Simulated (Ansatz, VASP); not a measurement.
# Two plane-wave programs on In4Ru

```
CELL_PARAMETERS angstrom
3.97642 0.00000 0.00000
0.00000 3.97642 0.00000
0.00000 0.00000 8.81580
ATOMIC_POSITIONS crystal
In 0.00000 0.00000 0.50000
In 0.00000 0.00000 0.75263
In 0.00000 0.00000 0.24737
In 0.00000 0.00000 0.00000
Ru 0.50000 0.50000 0.00000
```

Alike in both runs: task relaxation of cell and atoms; functional PBE; k mesh 4 × 4 × 2; occupations gaussian, width 0.2 eV; no spin polarisation.

```csv
,VASP,Ansatz
version,VASP 6.6.1,Ansatz 0.2.0
potentials or method,"VASP PAW PBE potentials, release 64 (In_d, Ru_pv), cutoff 600 eV","scalar-relativistic, plane waves, PAW"
valence electrons in the cell,66,68
```

```csv
,VASP,Ansatz,Ansatz less VASP
"gap on the k mesh at the Fermi level, each at its own relaxed structure (eV)",none,none,-
relaxed volume (Å³/atom),32.02,32.07,+0.050
relaxed cell length with the largest relative difference (Å),12.294,12.401,+0.1070
```

A gap of «none» marks a metal or a gap that the smearing closes. VASP's potentials hold 66 valence electrons a cell and Ansatz's 68, so a difference there can come from the potentials and not from the codes.

The k mesh is coarse, so the values compare programs but aren't converged.
